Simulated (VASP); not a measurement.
Runs of VASP 6.6.1 on ZrC. The structure is that of space group Fm-3m (No. 225), or close to it. The cells are those of the table. 

```csv
task,level,potentials or basis,cell,k mesh,cutoff (eV),gap on the mesh (eV),pressure (GPa),relaxed volume (Å³/atom)
relaxation of cell and atoms,r2SCAN,"VASP PAW PBE potentials, release 64 (Zr_sv, C)","relaxed from a = 3.345 Å, angles 60.0°, 2 atoms",11 × 11 × 11,600,none,0.0,13.08
relaxation of the atoms,r2SCAN,"VASP PAW PBE potentials, release 64 (Zr_sv, C)","atoms relaxed from a = 3.287 Å, angles 60.0°, 2 atoms",12 × 12 × 12,520,none,10.3,-
relaxation of the atoms,r2SCAN,"VASP PAW PBE potentials, release 64 (Zr_sv, C)","atoms relaxed from a = 3.264 Å, angles 60.0°, 2 atoms",12 × 12 × 12,520,none,16.3,-
relaxation of cell and atoms,LDA,"VASP PAW LDA potentials, release 64 (Zr_sv, C)","relaxed from a = 3.345 Å, angles 60.0°, 2 atoms",11 × 11 × 11,600,none,-0.1,(a)
relaxation of cell and atoms,PBEsol,"VASP PAW PBE potentials, release 64 (Zr_sv, C)","relaxed from a = 3.345 Å, angles 60.0°, 2 atoms",11 × 11 × 11,600,none,0.0,12.74
```

Alike in all rows: no spin polarisation; smearing fermi-dirac 0.1 eV.

Question: Estimate the missing entries.

Answer: (a) 12.53.

Caveats: the PAW data sets were made with another functional, which shifts forces and pressure a little (at least some runs); the relaxation stopped at its first step, so nothing moved (at least some runs).

A k mesh can miss the band edges, and the runs leave out spin-orbit coupling on Zr.

A gap of «none» marks levels without a gap at the run's occupations.
